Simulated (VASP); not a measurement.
# ZrH3 (Pm-3m) in VASP: density of states with PBEsol

Aim: the density of states of ZrH3 with PBEsol.

Everything below comes from runs of VASP 6.6.1. Logs are shortened: lines on timing, memory, paths and dates and some standing lists are left out, and cuts for length are marked.

### 1 The cell of the first run

Symmetry: Pm-3m, No. 221, cubic system. Conventional cell: a = 3.126 Å, b = 3.126 Å, c = 3.126 Å, α = 90.00°, β = 90.00°, γ = 90.00°. Within 2.9 Å of Zr (site symmetry m-3m) lie 12 H at 2.21 Å. H (site symmetry 4/mmm) has 4 Zr at 2.21 Å and 8 H at 2.21 Å within 2.9 Å.

### 2 Density of states, PBEsol

Contents of POSCAR:

```
ZrH3
1.0
    3.1260380000      0.0000000000      0.0000000000
    0.0000000000      3.1260380000      0.0000000000
    0.0000000000      0.0000000000      3.1260380000
Zr H
1 3
Direct
    0.0000000000      0.0000000000      0.0000000000
    0.0000000000      0.5000000000      0.5000000000
    0.5000000000      0.0000000000      0.5000000000
    0.5000000000      0.5000000000      0.0000000000
```

Contents of INCAR.step1:

```
SYSTEM = ZrH3
PREC = Accurate ; ENCUT = 520
EDIFF = 1E-6 ; ISMEAR = 0
SIGMA = 0.05 ; LREAL = .False.
LASPH = .True. ; NELM = 60
ALGO = Normal ; ISIF = 2
LWAVE = .False. ; LCHARG = .True.
LMAXMIX = 4 ; GGA = PS
NBANDS = 16
```

Contents of KPOINTS.step1:

```
regular mesh
0
Gamma
  12 12 12
  0 0 0
```

Contents of INCAR.step2:

```
SYSTEM = ZrH3
PREC = Accurate ; ENCUT = 520
EDIFF = 1E-6 ; ISMEAR = -5
SIGMA = 0.05 ; LREAL = .False.
LASPH = .True. ; NELM = 60
ALGO = Normal ; ISIF = 2
LWAVE = .False. ; LCHARG = .False.
LMAXMIX = 4 ; GGA = PS
LORBIT = 10 ; NBANDS = 16
NEDOS = 2001 ; ICHARG = 11
```

Contents of KPOINTS.step2:

```
regular mesh
0
Gamma
  18 18 18
  0 0 0
```

Potentials or basis: VASP PAW PBE potentials, release 64 (Zr_sv, H).

On the command line:

```
$ cat potpaw_PBE.64/Zr_sv/POTCAR potpaw_PBE.64/H/POTCAR > POTCAR
$ cp INCAR.step1 INCAR
$ cp KPOINTS.step1 KPOINTS
$ mpirun -np 1 vasp_std > vasp.out
$ cp INCAR.step2 INCAR
$ cp KPOINTS.step2 KPOINTS
$ mpirun -np 1 vasp_std > vasp.out
```

OUTCAR:

```text
SYSTEM = ZrH3
   PREC = Accurate
   ENCUT = 520
   EDIFF = 1E-6
   ISMEAR = -5
   LREAL = .False.
   LASPH = .True.
   NELM = 60
   ISIF = 2
   GGA = PS
   LORBIT = 10
   ICHARG = 11

 ion  position               nearest neighbor table
   1  0.000  0.000  0.000-   2 2.21   3 2.21   4 2.21   2 2.21   3 2.21   2 2.21   4 2.21   2 2.21
                             3 2.21   4 2.21   3 2.21   4 2.21
   2  0.000  0.500  0.500-   1 2.21   1 2.21   1 2.21   1 2.21
   3  0.500  0.000  0.500-   1 2.21   1 2.21   1 2.21   1 2.21
   4  0.500  0.500  0.000-   1 2.21   1 2.21   1 2.21   1 2.21

  LATTYP: Found a simple cubic cell.
 ALAT       =     3.1260380000

  Lattice vectors:

 A1 = (   3.1260380000,   0.0000000000,   0.0000000000)
 A2 = (   0.0000000000,   3.1260380000,   0.0000000000)
 A3 = (   0.0000000000,   0.0000000000,   3.1260380000)

Analysis of symmetry for initial positions (statically):
=====================================================================
 Subroutine PRICEL returns:
 Original cell was already a primitive cell.

 Routine SETGRP: Setting up the symmetry group for a
 simple cubic supercell.

 Subroutine GETGRP returns: Found 48 space group operations
 (whereof 48 operations were pure point group operations)
 out of a pool of 48 trial point group operations.

The static configuration has the point symmetry O_h .

Analysis of symmetry for dynamics (positions and initial velocities):
=====================================================================
 Subroutine PRICEL returns:
 Original cell was already a primitive cell.

 Routine SETGRP: Setting up the symmetry group for a
 simple cubic supercell.

 Subroutine GETGRP returns: Found 48 space group operations
 (whereof 48 operations were pure point group operations)
 out of a pool of 48 trial point group operations.

The dynamic configuration has the point symmetry O_h .

 Subroutine INISYM returns: Found 48 space group operations
 (whereof 48 operations are pure point group operations),
 and found     1 'primitive' translations

----------------------------------------------------------------------------------------

                                     Primitive cell

  volume of cell :      30.5480

  direct lattice vectors                    reciprocal lattice vectors
     3.126038000  0.000000000  0.000000000     0.319893744  0.000000000  0.000000000
     0.000000000  3.126038000  0.000000000     0.000000000  0.319893744  0.000000000
     0.000000000  0.000000000  3.126038000     0.000000000  0.000000000  0.319893744

  length of vectors
     3.126038000  3.126038000  3.126038000     0.319893744  0.319893744  0.319893744

  position of ions in fractional coordinates (direct lattice)
     0.000000000  0.000000000  0.000000000
     0.000000000  0.500000000  0.500000000
     0.500000000  0.000000000  0.500000000
     0.500000000  0.500000000  0.000000000

  ion indices of the primitive-cell ions
   primitive index   ion index
                 1           1
                 2           2
                 3           3
                 4           4

----------------------------------------------------------------------------------------

 KPOINTS: regular mesh

Automatic generation of k-mesh.
 Grid dimensions read from file:
 generate k-points for:   18   18   18

 Generating k-lattice:

  Cartesian coordinates                     Fractional coordinates (reciprocal lattice)
     0.017771875  0.000000000  0.000000000     0.055555556  0.000000000  0.000000000
     0.000000000  0.017771875  0.000000000     0.000000000  0.055555556  0.000000000
     0.000000000  0.000000000  0.017771875     0.000000000  0.000000000  0.055555556

  Length of vectors
     0.017771875  0.017771875  0.017771875

  Shift w.r.t. Gamma in fractional coordinates (k-lattice)
     0.000000000  0.000000000  0.000000000

 TETIRR: Found   2900 inequivalent tetrahedra from    34992

 Subroutine IBZKPT returns following result:
 ===========================================

 Found    220 irreducible k-points:

 Following reciprocal coordinates:
            Coordinates               Weight
  0.000000  0.000000  0.000000      1.000000
  0.055556  0.000000  0.000000      6.000000
  0.111111  0.000000  0.000000      6.000000
  0.166667  0.000000  0.000000      6.000000
  0.222222  0.000000  0.000000      6.000000
  0.277778  0.000000  0.000000      6.000000
[... 16 lines left out ...]
  0.277778  0.111111  0.000000     24.000000
  0.333333  0.111111  0.000000     24.000000
 [... further k-points ...]
   k-points           NKPTS =    220   k-points in BZ     NKDIM =    220   number of bands    NBANDS=     16
   number of dos      NEDOS =   2001   number of ions     NIONS =      4
   total plane-waves  NPLWV =  13824
   dimension x,y,z NGX =    24 NGY =   24 NGZ =   24
   dimension x,y,z NGXF=    48 NGYF=   48 NGZF=   48
   ions per type =               1   3
   NGX,Y,Z   is equivalent  to a cutoff of  12.76, 12.76, 12.76 a.u.
   NGXF,Y,Z  is equivalent  to a cutoff of  25.53, 25.53, 25.53 a.u.
 SYSTEM =  ZrH3
   PREC   = accura    normal or accurate (medium, high low for compatibility)
   ISTART =      0    job   : 0-new  1-cont  2-samecut
   ICHARG =     11    charge: 1-file 2-atom 10-const
   ISPIN  =      1    spin polarized calculation?
   LNONCOLLINEAR =      F non collinear calculations
   LSORBIT =      F    spin-orbit coupling
   LASPH  =      T    aspherical Exc in radial PAW
   ENCUT  =  520.0 eV  38.22 Ry    6.18 a.u.   5.81  5.81  5.81*2*pi/ulx,y,z
   NELM   =     60;   NELMIN=  2; NELMDL=  0     # of ELM steps
   EDIFF  = 0.1E-05   stopping-criterion for ELM
   LREAL  =      F    real-space projection
   EDIFFG = 0.1E-04   stopping-criterion for IOM
   NSW    =      0    number of steps for IOM
   IBRION =     -1    ionic relax: 0-MD 1-quasi-New 2-CG
   NFREE  =      0    steps in history (QN), initial steepest desc. (CG)
   ISIF   =      2    stress and relaxation
   ISYM   =      2    0-nonsym 1-usesym 2-fastsym
   POTIM  = 0.5000    time-step for ionic-motion
   TEBEG  =    0.0;   TEEND  =   0.0 temperature during run
   PSTRESS=    0.0 pullay stress
   NELECT =      15.0000    total number of electrons
   NUPDOWN=      -1.0000    fix difference up-down
   EMIN   =  10.00;   EMAX   =-10.00  energy-range for DOS
   EFERMI =   0.00;   METHOD = LEGACY
   ISMEAR =    -5;   SIGMA  =   0.05  broadening in eV -4-tet -1-fermi 0-gaus
   EFERMI_NEDOS =   21; number of points for ismear=-14 and -15
   IALGO  =     38    algorithm
   IMIX   =      4    mixing-type and parameters
     AMIX     =   0.40;   BMIX     =  1.00
     AMIX_MAG =   1.60;   BMIX_MAG =  1.00
  volume/ion in A,a.u.               =       7.64        51.54
  Fermi-wavevector in a.u.,A,eV,Ry     =   1.291549  2.440674 22.695874  1.668100
  Thomas-Fermi vector in A             =   2.423312
   LORBIT       =     10    0 simple, 1 ext, 2 COOP (PROOUT), +10 PAW based schemes
   GGA     = PS    functional components
   LHFCALC =     F    Hartree Fock is set to
   AEXX    =    0.0000 exact exchange contribution
   IVDW    =     0    specifies the selected vdW correction
   LEPSILON=     F    determine dielectric tensor
   LRPA    =     F    only Hartree local field effects (RPA)
 non-spin polarized calculation
 Fermi weights with tetrahedron method with Bloechl corrections
  energy-cutoff  :      520.00
  volume of cell :       30.55
 maximum number of plane-waves:       844
 NGX is ok and might be reduce to    24

 number of electron      15.0000002 magnetization

 Free energy of the ion-electron system (eV)
  ---------------------------------------------------
  ext. energy  EPLUGINS =         0.00000000
  ---------------------------------------------------
  free energy    TOTEN  =       -20.37201755 eV

  energy without entropy =      -20.37201755  energy(sigma->0) =      -20.37201755

 E-fermi :   7.7318     XC(G=0): -11.3117

 val. band max:        7.8304078770   @ k =   0.5000   0.0000   0.0000
 cond. band min:       7.7692356658   @ k =   0.3333   0.2222   0.1667
 fundamental gap:     -0.0611722112
 Fermi energy:         7.7318464162

 k-point     1 :       0.0000    0.0000    0.0000
  band No.  band energies     occupation
      1     -41.4495      2.00000
      2     -19.1993      2.00000
      3     -19.1993      2.00000
      4     -19.1993      2.00000
      5      -2.4441      2.00000
      6       3.5762      2.00000
[... 8 lines left out ...]
     15      15.8970      0.00000
     16      20.8502      0.00000

 k-point     2 :       0.0556    0.0000    0.0000
  band No.  band energies     occupation
      1     -41.4475      2.00000
      2     -19.2236      2.00000
      3     -19.1974      2.00000
      4     -19.1974      2.00000
      5      -2.3838      2.00000
      6       3.5883      2.00000
[... 8 lines left out ...]
     15      16.0775      0.00000
     16      21.1470      0.00000

 k-point     3 :       0.1111    0.0000    0.0000
  band No.  band energies     occupation
      1     -41.4415      2.00000
      2     -19.2927      2.00000
      3     -19.1916      2.00000
      4     -19.1916      2.00000
      5      -2.2059      2.00000
      6       3.6114      2.00000
[... 8 lines left out ...]
     15      16.5466      0.00000
     16      21.9603      0.00000
[... 362 lines left out ...]
 k-point    23 :       0.2778    0.1111    0.0000
  band No.  band energies     occupation
      1     -41.4010      2.00000
      2     -19.6412      2.00000
      3     -19.2486      2.00000
      4     -19.1532      2.00000
      5      -0.8849      2.00000
      6       3.4218      2.00000
[... 8 lines left out ...]
     15      19.6389      0.00000
     16      23.4461      0.00000

 k-point    24 :       0.3333    0.1111    0.0000
  band No.  band energies     occupation
      1     -41.3897      2.00000
      2     -19.7601      2.00000
      3     -19.2365      2.00000
      4     -19.1424      2.00000
      5      -0.3787      2.00000
      6       3.0414      2.00000
[... 8 lines left out ...]
     15      20.4672      0.00000
     16      22.2349      0.00000

 [... further k-points ...]
[... 5 lines left out ...]
  --------------------------------------------------------------------------------------
  -------------------------------------------------------------------------------------
  Total       -0.9014843     -0.9014843     -0.9014843      0.0000000      0.0000000     -0.0000000
  in kB      -47.2809271    -47.2809271    -47.2809271      0.0000000      0.0000000     -0.0000000
  external PRESSURE =     -47.2809271 kB  Pullay stress =       0.0000000 kB

 VOLUME and BASIS-vectors are now :
 -----------------------------------------------------------------------------
  energy-cutoff  :      520.00
  volume of cell :       30.55
      direct lattice vectors                 reciprocal lattice vectors
     3.126038000  0.000000000  0.000000000     0.319893744  0.000000000  0.000000000
     0.000000000  3.126038000  0.000000000     0.000000000  0.319893744  0.000000000
     0.000000000  0.000000000  3.126038000     0.000000000  0.000000000  0.319893744

 POSITION                                       TOTAL-FORCE (eV/Angst)
 -----------------------------------------------------------------------------------
      0.00000      0.00000      0.00000         0.000000      0.000000      0.000000
      0.00000      1.56302      1.56302         0.000000      0.000000      0.000000
      1.56302      0.00000      1.56302         0.000000      0.000000      0.000000
      1.56302      1.56302      0.00000         0.000000      0.000000      0.000000
 -----------------------------------------------------------------------------------
    total drift:                               -0.000000      0.000000     -0.000000

  FREE ENERGIE OF THE ION-ELECTRON SYSTEM (eV)
  ---------------------------------------------------
  free  energy   TOTEN  =       -20.3720175531 eV

  energy  without entropy=      -20.3720175531  energy(sigma->0) =      -20.37201755

 total charge

# of ion       s       p       d       tot
------------------------------------------
    1        2.160   5.986   1.687   9.833
    2        0.517   0.010   0.000   0.527
    3        0.517   0.010   0.000   0.527
    4        0.517   0.010   0.000   0.527
--------------------------------------------------
tot          3.711   6.017   1.687  11.414
```

Run time: 24 s. Hardware: 1 thread of Intel Xeon 6975P-C (Granite Rapids), shared host; peak memory 0.21 GiB.

Results:

```yaml
Valence_electrons_inside_the_program's_atomic_spheres: Zr 9.83; H 0.53
```

Caveat: the PAW data sets were made with another functional, which shifts forces and pressure a little; tetrahedron occupations give inexact forces and stress in metals.
